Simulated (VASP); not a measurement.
Set up this calculation in VASP 6.6.1, as the native input.

```yaml
Task: single point
Functional: PBE
Potentials_or_basis: VASP PAW PBE potentials, release 64 (Na_pv)
Cutoff: 520 eV
k_mesh: 16 × 16 × 16
Occupations: gaussian, width 0.15 eV
Spin: no spin polarisation
Dipole_correction: no
Further_INCAR_settings: ALGO = Fast; EDIFF = 1e-06; NBANDS = 10
```

The structure of Na lies in POSCAR:

```
Na
1.0
   -2.0619156250      2.0619156250      2.1175000000
    2.0619156250     -2.0619156250      2.1175000000
    2.1730843750      2.1730843750     -2.1175000000
Na
1
Direct
    0.0000000000      0.0000000000      0.0000000000
```

This cell differs from its parent crystal: strain +0.0525 x Voigt [0, 0, 0, 0, 0, 1].

These files were run (other wordings do the same):

INCAR

```
ALGO = Fast
EDIFF = 1E-6
ENCUT = 520
GGA = PE
ISIF = 2
ISMEAR = 0
LASPH = T
LCHARG = F
LREAL = F
LWAVE = F
NBANDS = 10
NELM = 60
PREC = Accurate
SIGMA = 0.15
```

KPOINTS

```
k-points
0
Gamma
  16 16 16
```

Potentials or basis: VASP PAW PBE potentials, release 64 (Na_pv).

Command:

```console
$ cat potpaw_PBE.64/Na_pv/POTCAR > POTCAR
$ mpirun -np 1 vasp_std > vasp.out
```

Results of the run:

* Pressure: -0.3 GPa

Caveat: the cell differs from its parent crystal (strain +0.0525 x Voigt [0, 0, 0, 0, 0, 1]).

Run time: 61 s on 1 thread of Intel(R) Xeon(R) 6975P-C (Granite Rapids), on a shared host, peak memory 0.3 GiB.
